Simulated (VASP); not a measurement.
Input of a VASP 6.6.1 run:

POSCAR

```
CsSnI3
1.0
    6.0542459837      0.0000000000      0.0000000000
    0.0000000000      6.0542459837      0.0000000000
    0.0000000000      0.0000000000      6.0542459837
Cs Sn I
1 1 3
Direct
    0.0000000000      0.0000000000      0.0000000000
    0.5000000000      0.5000000000      0.5000000000
    0.5000000000      0.5000000000      0.0000000000
    0.5000000000      0.0000000000      0.5000000000
    0.0000000000      0.5000000000      0.5000000000
```

Contents of INCAR.step1:

```
SYSTEM = CsSnI3
ALGO = Normal
EDIFF = 1E-5
ENCUT = 520
GGA = PE
ISIF = 2
ISMEAR = -1
LASPH = .True.
LCHARG = .False.
LREAL = .False.
LWAVE = .True.
NBANDS = 30
NELM = 60
PREC = Accurate
SIGMA = 0.02
```

INCAR.step2

```
SYSTEM = CsSnI3
ALGO = Normal
EDIFF = 1E-7
ENCUT = 520
GGA = PE
HFSCREEN = 0.2079
ISIF = 2
ISMEAR = -1
ISTART = 1
LASPH = .True.
LCHARG = .False.
LHFCALC = .True.
LREAL = .False.
LWAVE = .False.
NBANDS = 30
NELM = 60
PREC = Accurate
PRECFOCK = Fast
SIGMA = 0.02
```

File KPOINTS:

```
k-points
0
Gamma
  2 2 2
  0 0 0
```

Potentials or basis: VASP PAW PBE potentials, release 64 (Cs_sv, Sn_d, I).

Launch:

```bash
$ cat potpaw_PBE.64/Cs_sv/POTCAR potpaw_PBE.64/Sn_d/POTCAR potpaw_PBE.64/I/POTCAR > POTCAR
$ cp INCAR.step1 INCAR
$ mpirun -np 1 vasp_std > vasp.out
$ cp INCAR.step2 INCAR
$ mpirun -np 1 vasp_std > vasp.out
```

Q: Estimate the band gap on the k mesh.

A: 0.40 eV, direct.

Q: Estimate the pressure.

A: 3.7 GPa.

Caveat: the k points lie up to 0.52 Å⁻¹ apart; the cell differs from its parent crystal (strain -3.0%); the PAW data sets were made with another functional, which shifts forces and pressure a little; spin-orbit coupling is left out, which moves the levels of the heavy elements. A k mesh can miss the band edges.
